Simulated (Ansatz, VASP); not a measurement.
**SbBr: VASP beside Ansatz**

Contents of INCAR:

```
PREC     = Accurate       # precision mode
ENCUT    = 520            # plane-wave cutoff, eV
EDIFF    = 1E-7           # SCF threshold, eV
ISMEAR   = 0              # smearing method
SIGMA    = 0.1            # smearing width, eV
LREAL    = False          # projectors in reciprocal space
LASPH    = True           # aspherical terms in the spheres
NELM     = 60             # most SCF steps
ALGO     = Normal         # electronic algorithm
ISIF     = 2              # what is computed and relaxed
LWAVE    = False          # write WAVECAR
LCHARG   = True           # write CHGCAR
GGA      = PE             # functional
LELF     = True           # ELF
LVHAR    = True         
NBANDS   = 13             # bands
```

File KPOINTS:

```
regular mesh
0
Gamma
  6 6 4
```

POSCAR

```
SbBr
1.0
    3.5812075497      0.0000000000      0.0000000000
    0.0000000000      3.5812075497      0.0000000000
    0.0000000000      0.0000000000      4.6939398955
Sb Br
1 1
Direct
    0.5000000000      0.5000000000      0.5000000000
    0.0000000000      0.0000000000      0.0000000000
```

Input for Ansatz:

```yaml
crystal:
  lattice:
    - [3.5812075497, 0.0, 0.0]
    - [0.0, 3.5812075497, 0.0]
    - [0.0, 0.0, 4.6939398955]
  atoms:
    - { symbol: Sb, position: [0.5, 0.5, 0.5] }
    - { symbol: Br, position: [0.0, 0.0, 0.0] }
basis:
  ecutwfc: 420
kpoints:
  mp_grid: { grid: [6, 6, 4] }
hamiltonian:
  xc: pbe
scf:
  occupations: { method: gaussian, width: 0.1 }
  lower_state_search: "off"
output:
  forces: true
  stress: true
  eigenvalues: true
```

Alike in both runs: task single point; functional PBE; k mesh 6 × 6 × 4; occupations gaussian, width 0.1 eV; no spin polarisation.

|  | VASP | Ansatz |
| --- | --- | --- |
| version | VASP 6.6.1 | Ansatz 0.2.0 |
| potentials or method | VASP PAW PBE potentials, release 64 (Sb, Br), cutoff 520 eV | scalar-relativistic, plane waves, PAW |
| valence electrons in the cell | 12 | 22 |

VASP gave:

```
gap on the k mesh at the Fermi level (eV)                     : none
pressure (GPa)                                                : -4.1
traceless stress, the component that is largest in VASP (GPa) : 2.40
```

Question: Estimate Ansatz's values.

Answer: gap on the k mesh at the Fermi level (eV): none; pressure (GPa): -4.0; traceless stress, the component that is largest in VASP (GPa): 2.43.

A gap of «none» marks a metal or a gap that the smearing closes. With one functional, cell and mesh, what is left measures potentials, basis and numerics. VASP's potentials hold 12 valence electrons a cell and Ansatz's 22, so a difference there can come from the potentials and not from the codes.

Neither program's run includes spin-orbit coupling.
